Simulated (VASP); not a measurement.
SnSe:

```
CELL_PARAMETERS angstrom
0.00000 3.01000 3.01000
3.01000 0.00000 3.01000
3.01000 3.01000 0.00000
ATOMIC_POSITIONS crystal
Sn 0.00000 0.00000 0.00000
Se 0.50000 0.50000 0.50000
```

| Quantity | Value |
| --- | --- |
| Program | VASP 6.6.1 |
| Task | relaxation of cell and atoms |
| Functional | PBE |
| Dispersion | D4 |
| Potentials or basis | VASP PAW PBE potentials, release 64 (Sn_d, Se) |
| Cutoff | 600 eV |
| k mesh | 8 × 8 × 8 |
| Occupations | fermi-dirac, width 0.05 eV |
| Spin | no spin polarisation |

At the start: pressure -1.2 GPa; volume 27.27 Å³/atom.

Problem. How do energy, volume and symmetry change on relaxing?

Solution. Over 3 steps the energy falls by 2.5 meV/atom and the volume is 26.61 Å³/atom (-2.4 %); space group Fm-3m (No. 225, to 0.05 Å).

Step by step:
| step | energy change (eV) | largest force (eV/Å) | pressure (GPa) | volume (Å³) |
| --- | --- | --- | --- | --- |
| 1 | 0.0000 | 0.0000 | -1.17 | 54.54 |
| 2 | -0.0048 | 0.0000 | 0.22 | 52.99 |
| 3 | -0.0050 | 0.0000 | 0.04 | 53.21 |

Final structure:
```cif
data_structure
_symmetry_space_group_name_H-M 'P 1'
_symmetry_Int_Tables_number 1
_cell_length_a 4.2219
_cell_length_b 4.2219
_cell_length_c 4.2219
_cell_angle_alpha 60.000
_cell_angle_beta 60.000
_cell_angle_gamma 60.000
_cell_volume 53.21
loop_
_atom_site_label
_atom_site_type_symbol
_atom_site_fract_x
_atom_site_fract_y
_atom_site_fract_z
_atom_site_occupancy
Sn1 Sn 0.00000 0.00000 0.00000 1
Se1 Se 0.50000 0.50000 0.50000 1
```
